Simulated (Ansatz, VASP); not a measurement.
## Ga2BSb3: VASP beside Ansatz

Contents of INCAR:

```
PREC = Accurate ; ENCUT = 600
EDIFF = 1E-6 ; ISMEAR = 0
SIGMA = 0.1 ; LREAL = False
LASPH = True ; NELM = 100
ALGO = Normal ; ISIF = 3
LWAVE = False ; LCHARG = False
GGA = PE ; IBRION = 2
NSW = 90 ; EDIFFG = -0.04
```

KPOINTS

```
regular mesh
0
Gamma
  6 6 2
```

POSCAR

```
Ga2BSb3
1.0
    4.4762345000      0.0000000000      0.0000000000
   -2.2381172500      3.8765327900      0.0000000000
    0.0000000000      0.0000000000      9.0348590700
Ga B Sb
2 1 3
Direct
    0.6666666700      0.3333333300      0.2494100000
    0.6666666700      0.3333333300      0.7505900000
    0.0000000000      0.0000000000      0.0000000000
    0.0000000000      0.0000000000      0.5000000000
    0.3333333300      0.6666666700      0.0000000000
    0.3333333300      0.6666666700      0.5000000000
```

Input for Ansatz:

```yaml
crystal:
  lattice:
    - [4.4762345, 0.0, 0.0]
    - [-2.23811725, 3.87653279, 0.0]
    - [0.0, 0.0, 9.03485907]
  atoms:
    - { symbol: Ga, position: [0.66666667, 0.33333333, 0.24941] }
    - { symbol: Ga, position: [0.66666667, 0.33333333, 0.75059] }
    - { symbol: B, position: [0.0, 0.0, 0.0] }
    - { symbol: Sb, position: [0.0, 0.0, 0.5] }
    - { symbol: Sb, position: [0.33333333, 0.66666667, 0.0] }
    - { symbol: Sb, position: [0.33333333, 0.66666667, 0.5] }
basis:
  ecutwfc: 420
kpoints:
  mp_grid: { grid: [6, 6, 2] }
hamiltonian:
  xc: pbe
scf:
  occupations: { method: gaussian, width: 0.1 }
  lower_state_search: "off"
output:
  forces: true
  stress: true
  eigenvalues: true
relax:
  adjacent_minimum: "off"
  f_tol: 0.04
  max_steps: 70
  cell: { stress_tol: 0.4 }
```

Change from the starting cell: species swapped into the La2Al3Ge type (P-6m2, No. 187).

Alike in both runs: task relaxation of cell and atoms; functional PBE; k mesh 6 × 6 × 2; occupations gaussian, width 0.1 eV; no spin polarisation.

|  | VASP | Ansatz |
| --- | --- | --- |
| version | VASP 6.6.1 | Ansatz 0.2.0 |
| potentials or method | VASP PAW PBE potentials, release 64 (Ga_d, B, Sb), cutoff 600 eV | scalar-relativistic, plane waves, PAW |
| valence electrons in the cell | 44 | 74 |

Ansatz gave:

| Quantity | Value |
| --- | --- |
| gap on the k mesh at the Fermi level, each at its own relaxed structure (eV) | none |
| relaxed volume (Å³/atom) | 22.90 |
| relaxed cell length with the largest relative difference (Å) | 6.368 |

Task: Estimate VASP's values.

Result: gap on the k mesh at the Fermi level, each at its own relaxed structure (eV): none; relaxed volume (Å³/atom): 22.81; relaxed cell length with the largest relative difference (Å): 6.287.

A gap of «none» marks a metal or a gap that the smearing closes. VASP's potentials hold 44 valence electrons a cell and Ansatz's 74, so a difference there can come from the potentials and not from the codes.

Spin-orbit coupling is off throughout. Noted on VASP's run: too few bands were computed for a metal, which touches its energy and stress.
